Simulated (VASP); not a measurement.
**Rb: relaxation of cell and atoms with LDA**

Rb:

```xyz
1
Lattice="-2.6905 2.6905 2.6905 2.6905 -2.6905 2.6905 2.6905 2.6905 -2.6905" Properties=species:S:1:pos:R:3 pbc="T T T"
Rb    0.0000    0.0000    0.0000
```

| Property | Result |
| --- | --- |
| Program | VASP 6.6.1 |
| Task | relaxation of cell and atoms |
| Functional | LDA |
| Potentials or basis | VASP PAW LDA potentials, release 64 (Rb_sv) |
| Cutoff | 600 eV |
| k mesh | 12 × 12 × 12 |
| Occupations | gaussian, width 0.1 eV |
| Spin | no spin polarisation |
| Dipole correction | no |
| Further INCAR settings | ALGO = Fast; EDIFF = 1e-06; IBRION = 2; EDIFFG = -0.002; NSW = 100; ISIF = 3 |

The relaxed volume is 77.78 Å³/atom and the relaxed cell is a = 4.658 Å, b = 4.658 Å, c = 4.658 Å, α = 109.47°, β = 109.47°, γ = 109.47°. The space group after relaxing (to 0.1 Å) is Im-3m (No. 229) and the energy gained by relaxing is 0.0 meV/atom. The ionic steps are 3. The pressure after relaxing is 0.0 GPa and the band gap on the k mesh is zero (an odd number of electrons rules out a gap without spin polarisation).

Final structure:
```
Rb
1.0
    -2.68906    2.68906    2.68906
     2.68906   -2.68906    2.68906
     2.68906    2.68906   -2.68906
Rb
1
Direct
  0.00000 0.00000 0.00000
```

Levels at points of the mesh, in eV from the Fermi level:
| k point | band 2 | band 3 | band 4 | band 5 | band 6 | band 7 |
| --- | --- | --- | --- | --- | --- | --- |
| (0.00, 0.00, 0.00) | -12.79 | -12.79 | -12.79 | -2.20 | 3.72 | 3.72 |
| (0.50, 0.00, 0.00) | -12.96 | -12.85 | -12.79 | 0.16 | 0.98 | 2.55 |
| (0.50, 0.50, 0.50) | -12.91 | -12.91 | -12.91 | 1.16 | 1.16 | 3.68 |

It took 73 s on 1 thread of Intel(R) Xeon(R) Platinum 8488C (Sapphire Rapids) (shared host), peak memory 0.23 GiB.
